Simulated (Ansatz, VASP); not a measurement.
Two plane-wave programs on KCl

The input POSCAR:

```
KCl
1.0
    3.1464700000      3.1464700000      0.0000000000
   -3.1464700000      3.1464700000      0.0000000000
    0.0000000000      3.1464700000      3.1464700000
K Cl
1 1
Direct
    0.0000000000      0.0000000000      0.0000000000
    0.5000000000      0.5000000000      0.0000000000
```

File INCAR.step1:

```
  PREC = Accurate
  ENCUT = 600
  ISMEAR = -1
  SIGMA = 0.08
  LREAL = F
  LASPH = T
  NELM = 100
  GGA = PE
  ALGO = Normal
  EDIFF = 1E-4
  LWAVE = T
  LCHARG = F
```

INCAR.step2

```
  PREC = Accurate
  ENCUT = 600
  EDIFF = 1E-6
  ISMEAR = -1
  SIGMA = 0.08
  LREAL = F
  LASPH = T
  NELM = 100
  ALGO = Normal
  ISIF = 3
  LWAVE = F
  LCHARG = F
  METAGGA = R2SCAN
  LMIXTAU = T
  IBRION = 2
  NSW = 100
  EDIFFG = -0.002
  ISTART = 1
```

The input KPOINTS:

```
regular mesh
0
Gamma
  10 10 10
```

Input for Ansatz:

```yaml
crystal:
  lattice:
    - [3.14647, 3.14647, 0.0]
    - [-3.14647, 3.14647, 0.0]
    - [0.0, 3.14647, 3.14647]
  atoms:
    - { symbol: K, position: [0.0, 0.0, 0.0] }
    - { symbol: Cl, position: [0.5, 0.5, 0.0] }
kpoints:
  mp_grid: { grid: [10, 10, 10] }
scf:
  occupations: { method: fermi_dirac, width: 0.08 }
hamiltonian:
  xc: r2scan
  pseudopotentials: { kind: paw }
relax:
  f_tol: 0.002
  max_steps: 80
  cell: {}
output:
  forces: true
  stress: true
```

Alike in both runs: task relaxation of cell and atoms; functional r2SCAN; k mesh 10 × 10 × 10; occupations fermi-dirac, width 0.08 eV; no spin polarisation.

```csv
,VASP,Ansatz
version,VASP 6.6.1,Ansatz 0.2.0
potentials or method,"VASP PAW PBE potentials, release 64 (K_sv, Cl)","PAW with Ansatz's default frozen-core files, scalar-relativistic"
plane-wave cutoff (eV),600,500
valence electrons in the cell,16,16
```

```tsv
	VASP	Ansatz	Ansatz less VASP
relaxed volume (Å³/atom)	31.19	31.15	-0.039
relaxed cell length with the largest relative difference (Å)	4.452	4.450	-0.0019
```

VASP's potentials were made for PBE, not for r2SCAN.
